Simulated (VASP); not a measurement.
# Se (Im-3m) in VASP: notebook, part 2 of 2

VASP 6.6.1. The steps go on from the part before.

**3. Relaxation of cell and atoms, PBEsol, target pressure 185 GPa, at which the enthalpy is minimised**

Input file INCAR:

```
SYSTEM = Se
ALGO = Normal
EDIFF = 1E-7
EDIFFG = -0.002
ENCUT = 600
GGA = PS
IBRION = 2
ISIF = 3
ISMEAR = 0
LASPH = .TRUE.
LCHARG = .FALSE.
LREAL = .FALSE.
LWAVE = .FALSE.
NELM = 100
NSW = 100
PREC = Accurate
PSTRESS = 1850.0
SIGMA = 0.3
```

Input file KPOINTS:

```
k-points
0
G
  22 22 22
  0 0 0
```

Input file POSCAR:

```
Se
1.0
   -1.3873325789      1.3873325789      1.3873325789
    1.3873325789     -1.3873325789      1.3873325789
    1.3873325789      1.3873325789     -1.3873325789
Se
1
Direct
    0.0000000000      0.0000000000      0.0000000000
```

Potentials or basis: VASP PAW PBE potentials, release 64 (Se).

Run with:

```bash
cat potpaw_PBE.64/Se/POTCAR > POTCAR
mpirun -np 1 vasp_std > vasp.out
```

OUTCAR:

```text
SYSTEM = Se
   EDIFF = 1E-7
   EDIFFG = -0.002
   ENCUT = 600
   GGA = PS
   IBRION = 2
   ISIF = 3
   ISMEAR = 0
   LASPH = .TRUE.
   LREAL = .FALSE.
   NELM = 100
   NSW = 100
   PREC = Accurate
   PSTRESS = 1850.0

 ion  position               nearest neighbor table
   1  0.000  0.000  0.000-

  LATTYP: Found a body centered cubic cell.
 ALAT       =     2.7746651578

  Lattice vectors:

 A1 = (  -1.3873325789,   1.3873325789,   1.3873325789)
 A2 = (   1.3873325789,  -1.3873325789,   1.3873325789)
 A3 = (   1.3873325789,   1.3873325789,  -1.3873325789)

Analysis of symmetry for initial positions (statically):
=====================================================================
 Subroutine PRICEL returns:
 Original cell was already a primitive cell.

 Routine SETGRP: Setting up the symmetry group for a
 body centered cubic supercell.

 Subroutine GETGRP returns: Found 48 space group operations
 (whereof 48 operations were pure point group operations)
 out of a pool of 48 trial point group operations.

The static configuration has the point symmetry O_h .

Analysis of symmetry for dynamics (positions and initial velocities):
=====================================================================
 Subroutine PRICEL returns:
 Original cell was already a primitive cell.

 Routine SETGRP: Setting up the symmetry group for a
 body centered cubic supercell.

 Subroutine GETGRP returns: Found 48 space group operations
 (whereof 48 operations were pure point group operations)
 out of a pool of 48 trial point group operations.

The dynamic configuration has the point symmetry O_h .

 Subroutine INISYM returns: Found 48 space group operations
 (whereof 48 operations are pure point group operations),
 and found     1 'primitive' translations

----------------------------------------------------------------------------------------

                                     Primitive cell

  volume of cell :      10.6807

  direct lattice vectors                    reciprocal lattice vectors
    -1.387332579  1.387332579  1.387332579     0.000000000  0.360403848  0.360403848
     1.387332579 -1.387332579  1.387332579     0.360403848  0.000000000  0.360403848
     1.387332579  1.387332579 -1.387332579     0.360403848  0.360403848  0.000000000

  length of vectors
     2.402930514  2.402930514  2.402930514     0.509688010  0.509688010  0.509688010

  position of ions in fractional coordinates (direct lattice)
     0.000000000  0.000000000  0.000000000

  ion indices of the primitive-cell ions
   primitive index   ion index
                 1           1

----------------------------------------------------------------------------------------

 KPOINTS: k-points

Automatic generation of k-mesh.
 Grid dimensions read from file:
 generate k-points for:   22   22   22

 Generating k-lattice:

  Cartesian coordinates                     Fractional coordinates (reciprocal lattice)
     0.000000000  0.016381993  0.016381993     0.045454545  0.000000000  0.000000000
     0.016381993  0.000000000  0.016381993     0.000000000  0.045454545  0.000000000
     0.016381993  0.016381993  0.000000000     0.000000000  0.000000000  0.045454545

  Length of vectors
[... 38 lines left out ...]
   number of dos      NEDOS =    301   number of ions     NIONS =      1
   total plane-waves  NPLWV =   8000
   dimension x,y,z NGX =    20 NGY =   20 NGZ =   20
   dimension x,y,z NGXF=    40 NGYF=   40 NGZF=   40
   ions per type =               1
   NGX,Y,Z   is equivalent  to a cutoff of  13.84, 13.84, 13.84 a.u.
   NGXF,Y,Z  is equivalent  to a cutoff of  27.67, 27.67, 27.67 a.u.
 SYSTEM =  Se
   PREC   = accura    normal or accurate (medium, high low for compatibility)
   ISTART =      0    job   : 0-new  1-cont  2-samecut
   ICHARG =      2    charge: 1-file 2-atom 10-const
   ISPIN  =      1    spin polarized calculation?
   LNONCOLLINEAR =      F non collinear calculations
   LSORBIT =      F    spin-orbit coupling
   LASPH  =      T    aspherical Exc in radial PAW
   ENCUT  =  600.0 eV  44.10 Ry    6.64 a.u.   4.80  4.80  4.80*2*pi/ulx,y,z
   NELM   =    100;   NELMIN=  2; NELMDL= -5     # of ELM steps
   EDIFF  = 0.1E-06   stopping-criterion for ELM
   LREAL  =      F    real-space projection
   EDIFFG = -.2E-02   stopping-criterion for IOM
   NSW    =    100    number of steps for IOM
   IBRION =      2    ionic relax: 0-MD 1-quasi-New 2-CG
   NFREE  =      1    steps in history (QN), initial steepest desc. (CG)
   ISIF   =      3    stress and relaxation
   ISYM   =      2    0-nonsym 1-usesym 2-fastsym
   POTIM  = 0.5000    time-step for ionic-motion
   TEBEG  =    0.0;   TEEND  =   0.0 temperature during run
   PSTRESS= 1850.0 pullay stress
   NELECT =       6.0000    total number of electrons
   NUPDOWN=      -1.0000    fix difference up-down
   EMIN   =  10.00;   EMAX   =-10.00  energy-range for DOS
   EFERMI =   0.00;   METHOD = LEGACY
   ISMEAR =     0;   SIGMA  =   0.30  broadening in eV -4-tet -1-fermi 0-gaus
   EFERMI_NEDOS =   21; number of points for ismear=-14 and -15
   IALGO  =     38    algorithm
   IMIX   =      4    mixing-type and parameters
     AMIX     =   0.40;   BMIX     =  1.00
     AMIX_MAG =   1.60;   BMIX_MAG =  1.00
  volume/ion in A,a.u.               =      10.68        72.08
  Fermi-wavevector in a.u.,A,eV,Ry     =   1.350801  2.552644 24.826047  1.824663
  Thomas-Fermi vector in A             =   2.478275
   LORBIT       =      0    0 simple, 1 ext, 2 COOP (PROOUT), +10 PAW based schemes
   GGA     = PS    functional components
   LHFCALC =     F    Hartree Fock is set to
   AEXX    =    0.0000 exact exchange contribution
   IVDW    =     0    specifies the selected vdW correction
   LEPSILON=     F    determine dielectric tensor
   LRPA    =     F    only Hartree local field effects (RPA)
 conjugate gradient relaxation of ions
 non-spin polarized calculation
 Gauss-broadening in eV      SIGMA  =   0.30
  energy-cutoff  :      600.00
  volume of cell :       10.68
 maximum number of plane-waves:       370
   NGX =  9   NGY =  9   NGZ =  9

--------------------------------------- Ionic step        1  -------------------------------------------

 number of electron       5.9999999 magnetization

 Free energy of the ion-electron system (eV)
  ---------------------------------------------------
  ext. energy  EPLUGINS =         0.00000000
  ---------------------------------------------------
  free energy    TOTEN  =        -0.43174626 eV

  energy without entropy =       -0.41616121  energy(sigma->0) =       -0.42395374

------------------------ aborting loop because EDIFF is reached ----------------------------------------

  FORCE on cell =-STRESS in cart. coord.  units (eV):
  Direction    XX          YY          ZZ          XY          YZ          ZX
  --------------------------------------------------------------------------------------
  -------------------------------------------------------------------------------------
  Total       12.5633682     12.5633682     12.5633682     -0.0000000     -0.0000000      0.0000000
  in kB     1884.5815089   1884.5815089   1884.5815089     -0.0000000     -0.0000000      0.0000000
  external PRESSURE =      34.5815089 kB  Pullay stress =    1850.0000000 kB
[... 98 lines left out ...]
--------------------------------------- Ionic step        4  -------------------------------------------

 number of electron       6.0000000 magnetization

 Free energy of the ion-electron system (eV)
  ---------------------------------------------------
  ext. energy  EPLUGINS =         0.00000000
  ---------------------------------------------------
  free energy    TOTEN  =        -0.49134411 eV

  energy without entropy =       -0.47581060  energy(sigma->0) =       -0.48357735

 E-fermi :  15.8508     XC(G=0): -13.7837

 val. band max:       15.8341084832   @ k =   0.5000   0.5000   0.5000
 cond. band min:      15.9048349332   @ k =  -0.3182   0.4091   0.2273
 fundamental gap:      0.0707264501
 Fermi energy:        15.8507760973

 k-point     1 :       0.0000    0.0000    0.0000
  band No.  band energies     occupation
      1      -8.7096      2.00000
      2      23.8398      0.00000
      3      23.8398      0.00000
      4      23.8398      0.00000
      5      30.0624      0.00000
      6      30.0624      0.00000
      7      30.0624      0.00000
[... 221 lines left out ...]
 k-point    24 :       0.1364    0.0909   -0.0000
  band No.  band energies     occupation
      1      -7.1847      2.00000
      2      16.5472      0.00103
      3      18.8195      0.00000
      4      21.4449      0.00000
      5      27.2351      0.00000
      6      28.3055      0.00000
      7      31.4214      0.00000

 [... further k-points ...]

------------------------ aborting loop because EDIFF is reached ----------------------------------------

  FORCE on cell =-STRESS in cart. coord.  units (eV):
  Direction    XX          YY          ZZ          XY          YZ          ZX
  --------------------------------------------------------------------------------------
  -------------------------------------------------------------------------------------
  Total       12.3927303     12.3927303     12.3927303      0.0000000      0.0000000     -0.0000000
  in kB     1850.1266778   1850.1266778   1850.1266778      0.0000000      0.0000000     -0.0000000
  external PRESSURE =       0.1266778 kB  Pullay stress =    1850.0000000 kB
[... 20 lines left out ...]
  energy  without entropy=       -0.4758105987  energy(sigma->0) =       -0.48357735

  enthalpy is  TOTEN    =        11.9005376825 eV   P V=       12.3918817882

 reached required accuracy - stopping structural energy minimisation
```

OSZICAR:

```text
N       E                     dE             d eps       ncg     rms          rms(c)
DAV:   1     0.135704209875E+02    0.13570E+02   -0.38308E+03  4732   0.898E+02
DAV:   2    -0.362996564119E+00   -0.13933E+02   -0.13315E+02  6475   0.940E+01
DAV:   3    -0.472923748816E+00   -0.10993E+00   -0.10931E+00  5411   0.961E+00
DAV:   4    -0.472958615059E+00   -0.34866E-04   -0.34861E-04  7252   0.182E-01
[... 22 lines left out ...]
DAV:   5    -0.492551118818E+00   -0.23600E-06   -0.15179E-06  6132   0.907E-03    0.157E-03
DAV:   6    -0.492551029612E+00    0.89206E-07   -0.16383E-08  2919   0.182E-03
   3 F= 0.11900538E+02 E0= 0.11908304E+02  d E =-.550148E-03
       N       E                     dE             d eps       ncg     rms          rms(c)
DAV:   1    -0.491344126425E+00    0.12070E-02   -0.30538E-06  4781   0.126E-02    0.272E-03
DAV:   2    -0.491344105684E+00    0.20741E-07   -0.41967E-08  2506   0.208E-03
   4 F= 0.11900538E+02 E0= 0.11908304E+02  d E =-.550238E-03
```

CONTCAR:

```text
Se
   1.00000000000000
    -1.3895431623832784    1.3895431623832784    1.3895431623832784
     1.3895431623832784   -1.3895431623832784    1.3895431623832784
     1.3895431623832784    1.3895431623832784   -1.3895431623832784
  Se
     1
Direct
     0.0000000000000000    0.0000000000000000    0.0000000000000000

  0.00000000E+00  0.00000000E+00  0.00000000E+00
```

Wall time 32 s (1 thread of AMD EPYC 9R45 (Zen 5), shared host); peak memory 0.12 GiB.

What came out:

```yaml
Free_energy: -0.4913 eV
Relaxed_volume: 10.73 Å³/atom
Relaxed_cell: a = 2.407 Å, b = 2.407 Å, c = 2.407 Å, α = 109.47°, β = 109.47°, γ = 109.47°
Space_group_after_relaxing_to_0.1_Å: Im-3m (No. 229)
Energy_change_on_relaxing_the_run_minimises_the_enthalpy: -59.6 meV/atom
Ionic_steps: 4
Pressure_after_relaxing: 185.0 GPa
Band_gap_on_the_k_mesh: zero (bands 3 and 4 overlap by 15.77 eV)
```

The path:
| step | energy change (eV) | largest force (eV/Å) | pressure (GPa) | volume (Å³) |
| --- | --- | --- | --- | --- |
| 1 | 0.0000 | 0.0000 | 188.46 | 10.68 |
| 2 | -0.3975 | 0.0000 | 165.57 | 11.04 |
| 3 | -0.0608 | 0.0000 | 184.96 | 10.73 |
| 4 | -0.0596 | 0.0000 | 185.01 | 10.73 |

Final structure:
```yaml
crystal:
  lattice:
    - [-1.38954, 1.38954, 1.38954]
    - [1.38954, -1.38954, 1.38954]
    - [1.38954, 1.38954, -1.38954]
  atoms:
    - { symbol: Se, position: [0.00000, 0.00000, 0.00000] }
```

Levels at points of the mesh, in eV from the Fermi level:
```
           k point  band 1  band 2  band 3  band 4  band 5  band 6
(0.00, 0.00, 0.00)  -24.56    7.99    7.99    7.99   14.21   14.21
(0.50, 0.00, 0.00)  -15.80  -13.73    0.60    4.12    7.24    8.22
(0.50, 0.50, 0.50)   -7.58   -6.62   -6.62   -6.62   -0.02   -0.02
```

Caveat: the cell is relaxed towards a set pressure, so the run minimises the enthalpy, not the energy; so wide a smearing shifts energies and pressures; the PAW data sets were made with another functional, which shifts forces and pressure a little.

**4. Single point, PBEsol**

Input file INCAR:

```
ALGO = Fast
EDIFF = 1E-6
ENCUT = 520
GGA = PS
ISIF = 2
ISMEAR = 0
LASPH = True
LCHARG = False
LREAL = False
LWAVE = False
NBANDS = 9
NELM = 100
PREC = Accurate
SIGMA = 0.3
```

Input file KPOINTS:

```
k-points
0
Gamma
  18 18 18
```

POSCAR is that of step 3.

Potentials or basis: VASP PAW PBE potentials, release 64 (Se).

Run with:

```bash
cat potpaw_PBE.64/Se/POTCAR > POTCAR
mpirun -np 1 vasp_std > vasp.out
```

OUTCAR:

```text
EDIFF = 1E-6
   ENCUT = 520
   GGA = PS
   ISIF = 2
   ISMEAR = 0
   LASPH = True
   LREAL = False
   NELM = 100
   PREC = Accurate

 ion  position               nearest neighbor table
   1  0.000  0.000  0.000-

  LATTYP: Found a body centered cubic cell.
 ALAT       =     2.7746651578

  Lattice vectors:

 A1 = (  -1.3873325789,   1.3873325789,   1.3873325789)
 A2 = (   1.3873325789,  -1.3873325789,   1.3873325789)
 A3 = (   1.3873325789,   1.3873325789,  -1.3873325789)

Analysis of symmetry for initial positions (statically):
=====================================================================
 Subroutine PRICEL returns:
 Original cell was already a primitive cell.

 Routine SETGRP: Setting up the symmetry group for a
 body centered cubic supercell.

 Subroutine GETGRP returns: Found 48 space group operations
 (whereof 48 operations were pure point group operations)
 out of a pool of 48 trial point group operations.

The static configuration has the point symmetry O_h .

[... 163 lines left out ...]
 cond. band min:      16.0030077844   @ k =   0.1667   0.1111   0.0556
 fundamental gap:      0.0469567794
 Fermi energy:        15.9853138329

 k-point     1 :       0.0000    0.0000    0.0000
  band No.  band energies     occupation
      1      -8.6945      2.00000
      2      23.9948      0.00000
      3      23.9948      0.00000
      4      23.9948      0.00000
      5      30.1808      0.00000
      6      30.1808      0.00000
      7      30.1808      0.00000
      8      33.9633      0.00000
      9      33.9634      0.00000
[... 265 lines left out ...]
 k-point    24 :       0.3889    0.1111    0.0000
  band No.  band energies     occupation
      1      -0.7950      2.00000
      2       3.9879      2.00000
      3      14.1124      2.00000
      4      18.4074      0.00000
      5      24.8953      0.00000
      6      27.9719      0.00000
      7      35.0088      0.00000
      8      38.7666      0.00000
      9      42.5192      0.00000

 [... further k-points ...]

------------------------ aborting loop because EDIFF is reached ----------------------------------------

  FORCE on cell =-STRESS in cart. coord.  units (eV):
  Direction    XX          YY          ZZ          XY          YZ          ZX
  --------------------------------------------------------------------------------------
  -------------------------------------------------------------------------------------
  Total       12.5681704     12.5681704     12.5681704     -0.0000000      0.0000000     -0.0000000
  in kB     1885.3018562   1885.3018562   1885.3018562     -0.0000000      0.0000000     -0.0000000
  external PRESSURE =    1885.3018562 kB  Pullay stress =       0.0000000 kB

 VOLUME and BASIS-vectors are now :
 -----------------------------------------------------------------------------
  energy-cutoff  :      520.00
  volume of cell :       10.68
      direct lattice vectors                 reciprocal lattice vectors
    -1.387332579  1.387332579  1.387332579     0.000000000  0.360403848  0.360403848
     1.387332579 -1.387332579  1.387332579     0.360403848  0.000000000  0.360403848
     1.387332579  1.387332579 -1.387332579     0.360403848  0.360403848  0.000000000

 POSITION                                       TOTAL-FORCE (eV/Angst)
 -----------------------------------------------------------------------------------
      0.00000      0.00000      0.00000        -0.000000      0.000000      0.000000
 -----------------------------------------------------------------------------------
    total drift:                               -0.000000      0.000000      0.000000

  FREE ENERGIE OF THE ION-ELECTRON SYSTEM (eV)
  ---------------------------------------------------
  free  energy   TOTEN  =        -0.4256104920 eV

  energy  without entropy=       -0.4026445479  energy(sigma->0) =       -0.41412752
```

OSZICAR:

```text
N       E                     dE             d eps       ncg     rms          rms(c)
DAV:   1     0.111336030664E+02    0.11134E+02   -0.35179E+03  3654   0.615E+02
DAV:   2    -0.310207974081E+00   -0.11444E+02   -0.11038E+02  4883   0.864E+01
DAV:   3    -0.466598492366E+00   -0.15639E+00   -0.15507E+00  4133   0.832E+00
DAV:   4    -0.466726738177E+00   -0.12825E-03   -0.12824E-03  4783   0.231E-01
DAV:   5    -0.466726760435E+00   -0.22257E-07   -0.22636E-07  4078   0.259E-03    0.119E+01
RMM:   6    -0.439932975343E+00    0.26794E-01   -0.23732E-03  3612   0.362E-01    0.719E+00
RMM:   7    -0.425673648766E+00    0.14259E-01   -0.47088E-03  3786   0.548E-01    0.737E-02
RMM:   8    -0.425613794784E+00    0.59854E-04   -0.12807E-04  4051   0.101E-01    0.221E-02
RMM:   9    -0.425610601075E+00    0.31937E-05   -0.50099E-06  4159   0.190E-02    0.679E-03
RMM:  10    -0.425610492000E+00    0.10908E-06   -0.10483E-07  3278   0.313E-03
   1 F= -.42561049E+00 E0= -.41412752E+00  d E =-.229659E-01
```

It took 8.9 s on 1 thread of AMD EPYC 9R45 (Zen 5), shared host; peak memory 0.1 GiB.

Results:

```yaml
Free_energy: -0.4256 eV
Pressure: 188.5 GPa
Band_gap_on_the_k_mesh: zero (bands 3 and 4 overlap by 15.65 eV)
```

Levels at points of the mesh, in eV from the Fermi level:
| k point | band 1 | band 2 | band 3 | band 4 | band 5 | band 6 | band 7 | band 8 |
| --- | --- | --- | --- | --- | --- | --- | --- | --- |
| (0.00, 0.00, 0.00) | -24.68 | 8.01 | 8.01 | 8.01 | 14.20 | 14.20 | 14.20 | 17.98 |
| (0.50, 0.00, 0.00) | -15.87 | -13.83 | 0.57 | 4.10 | 7.20 | 8.20 | 22.52 | 24.42 |
| (0.50, 0.50, 0.50) | -7.58 | -6.68 | -6.68 | -6.68 | -0.09 | -0.09 | 30.96 | 30.96 |

Caveat: the cell stands under pressure; so wide a smearing shifts energies and pressures; the PAW data sets were made with another functional, which shifts forces and pressure a little.

**5. Summary**

```tsv
task	cell	k mesh	cutoff (eV)	gap on the mesh (eV)	pressure (GPa)
single point	as given	22 × 22 × 22	520	none	188.5
relaxation of cell and atoms	relaxed to 185 GPa	22 × 22 × 22	600	none	185.0
single point	as given	18 × 18 × 18	520	none	188.5
```

Alike in all rows: level PBEsol; potentials or basis VASP PAW PBE potentials, release 64 (Se); no spin polarisation; smearing gaussian 0.3 eV.

Caveats: so wide a smearing shifts energies and pressures; the PAW data sets were made with another functional, which shifts forces and pressure a little; the cell stands under pressure (at least some runs); the cell is relaxed towards a set pressure, so the run minimises the enthalpy, not the energy (at least some runs).

Absolute energies hang on the potentials; compare differences alone.
